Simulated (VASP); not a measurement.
A run of VASP 6.6.1 is set up as follows.

The input INCAR:

```
SYSTEM = Ga3SbAs2
  ALGO = Normal
  EDIFF = 1E-6
  ENCUT = 520
  GGA = PE
  ISIF = 2
  ISMEAR = 0
  LASPH = .TRUE.
  LCHARG = .FALSE.
  LREAL = .FALSE.
  LWAVE = .FALSE.
  NBANDS = 36
  NELM = 80
  PREC = Accurate
  SIGMA = 0.1
```

KPOINTS

```
k-points
0
G
  12 12 4
  0 0 0
```

Contents of POSCAR:

```
Ga3SbAs2
1.0
    4.1776494884      0.0000000000      0.0000000000
   -2.0888247442      3.6179505850      0.0000000000
    0.0000000000      0.0000000000     10.2389541514
Ga Sb As
3 1 2
Direct
    0.0000000000      0.0000000000      0.0137059193
    0.6666666667      0.3333333333      0.3330412313
    0.3333333333      0.6666666667      0.6541308693
    0.3333333333      0.6666666667      0.9162203772
    0.0000000000      0.0000000000      0.2560916271
    0.6666666667      0.3333333333      0.5768099757
```

Potentials or basis: VASP PAW PBE potentials, release 64 (Ga_d, Sb, As).

The run is started by

```bash
$ cat potpaw_PBE.64/Ga_d/POTCAR potpaw_PBE.64/Sb/POTCAR potpaw_PBE.64/As/POTCAR > POTCAR
$ mpirun -np 1 vasp_std > vasp.out
```

**Question.** Estimate the band gap on the k mesh.

**Answer.** Zero (filled and empty bands touch).

**Question.** Predict the largest force.

**Answer.** 0.008 eV/Å.

**Question.** What does it give for the pressure?

**Answer.** 0.1 GPa.

Forces in eV/Å, atoms in the order of the input:
```
Ga   0.000  0.000 -0.008
Ga   0.000  0.000 -0.003
Ga   0.000  0.000  0.001
Sb   0.000  0.000  0.002
As   0.000  0.000  0.005
As   0.000  0.000  0.004
```

Caveat: spin-orbit coupling is left out, which moves the levels of the heavy elements.
